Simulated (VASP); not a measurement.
Input of a VASP 6.6.1 run:

The input INCAR:

```
PREC     = Accurate       # precision mode
ENCUT    = 520            # plane-wave cutoff, eV
EDIFF    = 1E-6           # SCF threshold, eV
ISMEAR   = 0              # smearing method
SIGMA    = 0.1            # smearing width, eV
LREAL    = F              # projectors in reciprocal space
LASPH    = T              # aspherical terms in the spheres
NELM     = 150            # most SCF steps
ALGO     = Normal         # electronic algorithm
ISIF     = 2              # what is computed and relaxed
LWAVE    = F              # write WAVECAR
LCHARG   = F              # write CHGCAR
ISPIN    = 2              # spin polarisation
MAGMOM   = 2.44           # initial moments
LORBIT   = 11             # projections on sites
LMAXMIX  = 4              # l up to which the mixer works
GGA      = PE             # functional
NBANDS   = 14             # bands
```

File KPOINTS:

```
Automatic mesh
0
Gamma
  20 20 20
```

POSCAR

```
Fe
1.0
   -1.3567286927      1.3567286927      1.3567286927
    1.3567286927     -1.3567286927      1.3567286927
    1.3567286927      1.3567286927     -1.3567286927
Fe
1
Direct
    0.0000000000      0.0000000000      0.0000000000
```

Potentials or basis: VASP PAW PBE potentials, release 64 (Fe).

The run is started by

```sh
$ cat potpaw_PBE.64/Fe/POTCAR > POTCAR
$ mpirun -np 1 vasp_std > vasp.out
```

(1) What does it give for the band gap on the k mesh?

(2) What does it give for the pressure?

Answers

(1) zero (filled and empty bands overlap).

(2) 33.4 GPa.
